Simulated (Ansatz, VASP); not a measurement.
## One calculation of SnTe, two programs

INCAR

```
SYSTEM = SnTe
PREC     = Accurate       ! precision mode
ENCUT    = 520            ! plane-wave cutoff, eV
EDIFF    = 1E-6           ! SCF threshold, eV
ISMEAR   = 0              ! smearing method
SIGMA    = 0.03           ! smearing width, eV
LREAL    = .False.        ! projectors in reciprocal space
LASPH    = .True.         ! aspherical terms in the spheres
NELM     = 100            ! most SCF steps
ALGO     = Normal         ! electronic algorithm
ISIF     = 2              ! what is computed and relaxed
LWAVE    = .False.        ! write WAVECAR
LCHARG   = .True.         ! write CHGCAR
GGA      = PE             ! functional
LELF     = .True.         ! ELF
LVHAR    = .True.       
NBANDS   = 17             ! bands
```

Contents of KPOINTS:

```
regular mesh
0
Gamma
  10 10 10
  0 0 0
```

The input POSCAR:

```
SnTe
1.0
    0.0000000000      3.0302400000      3.1565000000
    3.0302400000      0.0000000000      3.1565000000
    3.0302400000      3.0302400000      0.0000000000
Sn Te
1 1
Direct
    0.0000000000      0.0000000000      0.0000000000
    0.5000000000      0.5000000000      0.5000000000
```

Input for Ansatz:

```yaml
crystal:
  lattice:
    - [0.0, 3.03024, 3.1565]
    - [3.03024, 0.0, 3.1565]
    - [3.03024, 3.03024, 0.0]
  atoms:
    - { symbol: Sn, position: [0.0, 0.0, 0.0] }
    - { symbol: Te, position: [0.5, 0.5, 0.5] }
basis:
  ecutwfc: 420
kpoints:
  mp_grid: { grid: [10, 10, 10] }
hamiltonian:
  xc: pbe
scf:
  occupations: { method: gaussian, width: 0.03 }
output:
  forces: true
  stress: true
  eigenvalues: true
```

Change from the starting cell: strain -0.040 along x and y, +0.000 along z, atoms carried along.

Alike in both runs: task single point; functional PBE; k mesh 10 × 10 × 10; occupations gaussian, width 0.03 eV; no spin polarisation.

|  | VASP | Ansatz |
| --- | --- | --- |
| version | VASP 6.6.1 | Ansatz 0.2.0 |
| potentials or method | VASP PAW PBE potentials, release 64 (Sn_d, Te), cutoff 520 eV | scalar-relativistic, plane waves, PAW |
| valence electrons in the cell | 20 | 30 |

Ansatz gave:

* gap on the k mesh at the Fermi level (eV): 0.13
* least direct gap on the mesh (eV): 0.42
* pressure (GPa): 7.1
* traceless stress, the component that is largest in VASP (GPa): -4.65

Which values does VASP return?

gap on the k mesh at the Fermi level (eV): 0.13; least direct gap on the mesh (eV): 0.41; pressure (GPa): 7.1; traceless stress, the component that is largest in VASP (GPa): -4.66.

VASP's potentials hold 20 valence electrons a cell and Ansatz's 30, so a difference there can come from the potentials and not from the codes.

Spin-orbit coupling is off throughout.
